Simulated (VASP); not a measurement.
Write the native input for VASP 6.6.1 that does the following.

* Task: single point
* Functional: PBE
* Potentials or basis: VASP PAW PBE potentials, release 64 (Cd, F)
* Cutoff: 520 eV
* k mesh: 8 × 8 × 8
* Occupations: gaussian, width 0.01 eV
* Spin: non-collinear spin, zero start, spin-orbit coupling
* Starting moments: [[0.0, 0.0, 0.0], [0.0, 0.0, 0.0], [0.0, 0.0, 0.0]] μB
* Dipole correction: no
* Further INCAR settings: ALGO = Normal; EDIFF = 1e-07; NBANDS = 39

The structure of CdF2 lies in POSCAR:

```
CdF2
1.0
    0.0000000000      2.6825811146      2.6825811146
    2.6825811146      0.0000000000      2.6825811146
    2.6825811146      2.6825811146      0.0000000000
Cd F
1 2
Direct
    0.0000000000      0.0000000000      0.0000000000
    0.2500000000      0.2500000000      0.2500000000
    0.7500000000      0.7500000000      0.7500000000
```

One way to write it, as run:

INCAR

```
ALGO = Normal ; EDIFF = 1E-7
ENCUT = 520 ; GGA = PE
GGA_COMPAT = False ; ISIF = 2
ISMEAR = 0 ; LASPH = True
LCHARG = True ; LNONCOLLINEAR = True
LORBIT = 11 ; LORBMOM = True
LREAL = False ; LSORBIT = True
LVHAR = True ; LWAVE = False
MAGMOM = 0 0 0 0 0 0 0 0 0 ; NBANDS = 39
NELM = 150 ; PREC = Accurate
SIGMA = 0.01
```

KPOINTS

```
k-points
0
Gamma
  8 8 8
```

Potentials or basis: VASP PAW PBE potentials, release 64 (Cd, F).

Command:

```sh
$ cat potpaw_PBE.64/Cd/POTCAR potpaw_PBE.64/F/POTCAR > POTCAR
$ mpirun -np 1 vasp_ncl > vasp.out
```

It gave:

```json
{"Pressure": "7.8 GPa", "Net moment": "0.00 μB per cell", "Valence electrons inside the program's atomic spheres": "Cd 10.13; F 6.09"}
```

Caveat: the cell stands under pressure.

It took 110 s on 1 thread of Intel(R) Xeon(R) Platinum 8259CL CPU @ 2.50GHz (Skylake/Cascade Lake), with other jobs on the host, peak memory 0.28 GiB.
